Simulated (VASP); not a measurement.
Input of a VASP 6.6.1 run:

The input INCAR:

```
ALGO     = Normal         # electronic algorithm
EDIFF    = 1E-6           # SCF threshold, eV
ENCUT    = 500            # plane-wave cutoff, eV
GGA      = PE             # functional
GGA_COMPAT= False        
ISIF     = 2              # what is computed and relaxed
ISMEAR   = 0              # smearing method
ISPIN    = 2              # spin polarisation
LASPH    = True           # aspherical terms in the spheres
LCHARG   = True           # write CHGCAR
LELF     = True           # ELF
LMAXMIX  = 4              # l up to which the mixer works
LORBIT   = 11             # projections on sites
LREAL    = False          # projectors in reciprocal space
LVHAR    = True         
LWAVE    = False          # write WAVECAR
MAGMOM   = 2 2 2 1 0 0 0 0 0 0 0 0 # initial moments
NBANDS   = 66             # bands
NELM     = 200            # most SCF steps
PREC     = Accurate       # precision mode
SIGMA    = 0.1            # smearing width, eV
```

Contents of KPOINTS:

```
k-points
0
Gamma
  6 6 1
```

POSCAR

```
V3MoSe8
1.0
    2.8814246300      0.0000000000      0.0000000000
   -1.4407123100      2.4953869300      0.0000000000
    0.0000000000      0.0000000000     39.7263031900
V Mo Se
3 1 8
Direct
    0.6666666700      0.3333333300      0.0740182800
    0.6666666700      0.3333333300      0.5740182800
    0.3333333300      0.6666666700      0.4259817200
    0.3333333300      0.6666666700      0.9259817200
    0.3333333300      0.6666666700      0.1101189700
    0.3333333300      0.6666666700      0.6101189700
    0.6666666700      0.3333333300      0.4621195800
    0.6666666700      0.3333333300      0.9621195800
    0.3333333300      0.6666666700      0.0378804200
    0.3333333300      0.6666666700      0.5378804200
    0.6666666700      0.3333333300      0.3898810300
    0.6666666700      0.3333333300      0.8898810300
```

Potentials or basis: VASP PAW PBE potentials, release 64 (V_sv, Mo_sv, Se).

The run is started by

```console
$ cat potpaw_PBE.64/V_sv/POTCAR potpaw_PBE.64/Mo_sv/POTCAR potpaw_PBE.64/Se/POTCAR > POTCAR
$ mpirun -np 1 vasp_std > vasp.out
```

**Question.** Predict the largest force.

**Answer.** 12.722 eV/Å.

**Question.** Predict the net moment.

**Answer.** 0.20 μB per cell.

**Question.** Predict the site moments.

**Answer.** V +0.14, +0.00 (each value once); Mo +0.00; Se +0.02, +0.00 (each value once) μB.

Forces on the atoms (eV/Å):
```
V     0.000   0.000  -0.805
V     0.000   0.000  -0.830
V     0.000   0.000   0.836
Mo    0.000   0.000   0.177
Se    0.000   0.000   7.568
Se    0.000   0.000   7.891
Se    0.000   0.000   6.832
Se    0.000   0.000  12.279
Se    0.000   0.000  -6.496
Se    0.000   0.000  -6.828
Se    0.000   0.000  -7.901
Se    0.000   0.000 -12.722
```

Caveat: the k points lie up to 0.42 Å⁻¹ apart.
